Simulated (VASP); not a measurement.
Write the native input for VASP 6.6.1 that does the following.

```yaml
Task: single point
Functional: PBEsol
Potentials_or_basis: VASP PAW PBE potentials, release 64 (Ni, W_sv, S)
Cutoff: 350 eV
k_mesh: 4 × 4 × 2
Occupations: gaussian, width 0.03 eV
Spin: collinear spin, zero start
Starting_moments: "[0.0, 0.0, 0.0, 0.0, 0.0, 0.0, 0.0, 0.0, 0.0, 0.0, 0.0, 0.0, 0.0, 0.0, 0.0, 0.0, 0.0, 0.0, 0.0, 0.0, 0.0, 0.0, 0.0, 0.0] μB"
Fixed_moment: 0 μB
Hubbard_terms: Ni d U = 5 eV
Dq: 0
Further_INCAR_settings: LREAL = Auto; ALGO = Normal; EDIFF = 1e-05; ISYM = 0
```

The structure of NiW7S16 (a cell with a defect) lies in POSCAR:

```
NiW7S16                                 
1.0
    6.3064000000      0.0000000000      0.0000000000
   -3.1532000000      5.4615026064      0.0000000000
    0.0000000000      0.0000000000     12.3230000000
  Ni              W               S             
     1     7    16
Direct
     0.2447438283285442    0.3701069694036937    0.2705297780254624
     0.1565471746507480    0.8299628204729782    0.2486667267556939
     0.6647987616639327    0.3307005473818924    0.2456303745127076
     0.6638899936053463    0.8375101003240603    0.2451509068378179
     0.3319942620185986    0.1666918586236412    0.7492220522574804
     0.3319198792350510    0.6662157970687760    0.7492222658594027
     0.8318057625278061    0.1663970649556968    0.7496646237081126
     0.8318985173940266    0.6664601287191970    0.7494243104988026
     0.1648659995052557    0.3329007369573956    0.6223110640121976
     0.1651516364567238    0.8330639251428494    0.6225140928273433
     0.6658903389900516    0.3331989753147603    0.6224651384598835
     0.6657490073505556    0.8336492954535875    0.6224332877155394
     0.3049514401799407    0.1725844323911896    0.1350134396756923
     0.3009918622765499    0.6293102032398395    0.1362150842256737
     0.7786569219207016    0.1404870531860575    0.1088252164632955
     0.8222992816152324    0.6630447768036991    0.1198772762241386
     0.1652736162178018    0.3330976543042639    0.8762875993924016
     0.1657799510393163    0.8333709271317973    0.8765261589026847
     0.6648126042216852    0.3333129100013841    0.8763884322926485
     0.6647098038595930    0.8324756791080302    0.8764117591909575
     0.3519417271590280    0.1649392001390468    0.3787824827751611
     0.3496504245874413    0.6847716259132085    0.3779309909488305
     0.8798161532273068    0.1910460252513059    0.3575110607169192
     0.8291670519687570    0.6667782927116473    0.3736668777211449
```

These files were run (other wordings do the same):

INCAR

```
PREC     = Accurate       # precision mode
ENCUT    = 350            # plane-wave cutoff, eV
EDIFF    = 1E-5           # SCF threshold, eV
ISMEAR   = 0              # smearing method
SIGMA    = 0.03           # smearing width, eV
LREAL    = Auto         
LASPH    = T              # aspherical terms in the spheres
NELM     = 120            # most SCF steps
ALGO     = Normal         # electronic algorithm
ISIF     = 2              # what is computed and relaxed
LWAVE    = F              # write WAVECAR
LCHARG   = F              # write CHGCAR
ISPIN    = 2              # spin polarisation
MAGMOM   = 0 0 0 0 0 0 0 0 0 0 0 0 0 0 0 0 0 0 0 0 0 0 0 0 # initial moments
LORBIT   = 11             # projections on sites
NUPDOWN  = 0              # fixed moment
LMAXMIX  = 4              # l up to which the mixer works
LDAU     = T              # DFT+U
LDAUTYPE = 2            
LDAUL    = 2 -1 -1        # shell
LDAUU    = 5 0 0          # U, eV
LDAUJ    = 0 0 0        
LDAUPRINT= 1            
GGA      = PS             # functional
ISYM     = 0            
KPAR     = 4
```

KPOINTS

```
Automatic mesh
0
Gamma
  4 4 2
```

Potentials or basis: VASP PAW PBE potentials, release 64 (Ni, W_sv, S).

The run is started by

```console
$ cat potpaw_PBE.64/Ni/POTCAR potpaw_PBE.64/W_sv/POTCAR potpaw_PBE.64/S/POTCAR > POTCAR
$ mpirun -np 4 vasp_std > vasp.out
```

Results of the run:

```yaml
Pressure: 0.6 GPa
Largest_force: 0.154 eV/Å
Net_moment: 0.00 μB per cell
Valence_electrons_inside_the_program's_atomic_spheres: Ni 9.72; W 12.07, 12.08 (each value once); S 3.70, 3.67, 3.68, 3.69 (each value once)
```

Caveat: the PAW data sets were made with another functional, which shifts forces and pressure a little; the total moment is fixed, so each spin has its own Fermi level.

It took 8.7 min on 4 MPI ranks on AMD EPYC 9R45 (Zen 5), with other jobs on the host, peak memory 0.9 GiB a rank.
